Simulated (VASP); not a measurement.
Here is a VASP 6.6.1 calculation.

The input INCAR:

```
PREC = Accurate
ENCUT = 520
EDIFF = 1E-7
ISMEAR = 0
SIGMA = 0.1
LREAL = Auto
LASPH = T
NELM = 100
ALGO = Normal
ISIF = 2
LWAVE = F
LCHARG = F
LDIPOL = T
IDIPOL = 3
DIPOL = 0.5 0.5 0.294
GGA = PE
NBANDS = 40
```

KPOINTS

```
regular mesh
0
Gamma
  5 4 1
```

Contents of POSCAR:

```
Al8H
1.0
    5.7135165837      0.0000000000      0.0000000000
    0.0000000000      8.0801326415      0.0000000000
    0.0000000000      0.0000000000     22.2432786975
Al H
16 2
Direct
    0.2500000000      0.2500000000      0.1798296040
    0.2500000000      0.7500000000      0.1798296040
    0.7500000000      0.2500000000      0.1798296040
    0.7500000000      0.7500000000      0.1798296040
    0.0000000000      0.0000000000      0.2440458181
    0.0000000000      0.5000000000      0.2440458181
    0.5000000000      0.0000000000      0.2440458181
    0.5000000000      0.5000000000      0.2440458181
    0.2500000000      0.2500000000      0.3102598702
    0.2500000000      0.7500000000      0.3102598702
    0.7500000000      0.2500000000      0.3102598702
    0.7500000000      0.7500000000      0.3102598702
    0.0000000000      0.0000000000      0.3705963860
    0.0000000000      0.5000000000      0.3705963860
    0.5000000000      0.0000000000      0.3705963860
    0.5000000000      0.5000000000      0.3705963860
    0.2500000000      0.1355835614      0.4339863214
    0.2500000000      0.3644164386      0.4339863214
```

Potentials or basis: VASP PAW PBE potentials, release 64 (Al, H).

The run is started by

```bash
$ cat potpaw_PBE.64/Al/POTCAR potpaw_PBE.64/H/POTCAR > POTCAR
$ mpirun -np 1 vasp_std > vasp.out
```

Estimate the largest force.

0.947 eV/Å.

Estimate the band gap on the k mesh.

zero (bands 25 and 26 overlap by 0.62 eV).

Forces in eV/Å, atoms in the order of the input:
```
Al   0.000  0.000  0.211
Al   0.000  0.000  0.225
Al   0.000  0.000  0.211
Al   0.000  0.000  0.227
Al  -0.197  0.002 -0.254
Al  -0.197 -0.002 -0.254
Al   0.197  0.002 -0.254
Al   0.197 -0.002 -0.254
Al   0.000  0.000 -0.324
Al   0.000  0.000  0.360
Al   0.000  0.000  0.088
Al   0.000  0.000 -0.106
Al   0.106  0.283  0.483
Al   0.106 -0.283  0.483
Al  -0.106  0.283  0.483
Al  -0.106 -0.283  0.483
H    0.000 -0.283 -0.904
H    0.000  0.283 -0.904
```
